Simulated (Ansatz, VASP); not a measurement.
KF: VASP beside Ansatz

The input INCAR:

```
PREC = Accurate ; ENCUT = 520
EDIFF = 1E-6 ; ISMEAR = 0
SIGMA = 0.05 ; LREAL = F
LASPH = T ; NELM = 80
ALGO = Normal ; ISIF = 2
LWAVE = F ; LCHARG = F
NBANDS = 15
```

Contents of KPOINTS:

```
regular mesh
0
Gamma
  8 8 8
```

POSCAR

```
KF
1.0
    0.0000000000      2.5817196783      2.1944617266
    2.4009993008      0.0000000000      2.1944617266
    2.4009993008      2.5817196783      0.0000000000
K F
1 1
Direct
    0.0000000000      0.0000000000      0.0000000000
    0.5000000000      0.5000000000      0.5000000000
```

Input for Ansatz:

```yaml
crystal:
  lattice:
    - [0.0, 2.5817196783, 2.1944617266]
    - [2.4009993008, 0.0, 2.1944617266]
    - [2.4009993008, 2.5817196783, 0.0]
  atoms:
    - { symbol: K, position: [0.0, 0.0, 0.0] }
    - { symbol: F, position: [0.5, 0.5, 0.5] }
basis:
  ecutwfc: 520.0
kpoints:
  mp_grid: { grid: [8, 8, 8] }
hamiltonian:
  xc: lda
scf:
  occupations: { method: gaussian, width: 0.05 }
output:
  forces: true
  stress: true
  eigenvalues: true
```

Change from the starting cell: normal strain along x -0.0700, normal strain along z -0.1500.

Alike in both runs: task single point; functional LDA; k mesh 8 × 8 × 8; occupations gaussian, width 0.05 eV; no spin polarisation.

```csv
,VASP,Ansatz
version,VASP 6.6.1,Ansatz 0.2.0
potentials or method,"VASP PAW LDA potentials, release 64 (K_sv, F), cutoff 520 eV","scalar-relativistic, plane waves, PAW"
valence electrons in the cell,16,16
```

Ansatz gave:

| Item | Value |
| --- | --- |
| gap on the k mesh at the Fermi level (eV) | 6.62 |
| least direct gap on the mesh (eV) | 6.62 |
| pressure (GPa) | 23.6 |
| traceless stress, the component that is largest in VASP (GPa) | 24.31 |

Task: What did VASP give for the same quantities?

Result: gap on the k mesh at the Fermi level (eV): 6.58; least direct gap on the mesh (eV): 6.58; pressure (GPa): 24.9; traceless stress, the component that is largest in VASP (GPa): 25.47.

LDA's correlation is that of Perdew and Zunger in VASP and of Perdew and Wang (1992) in Ansatz.
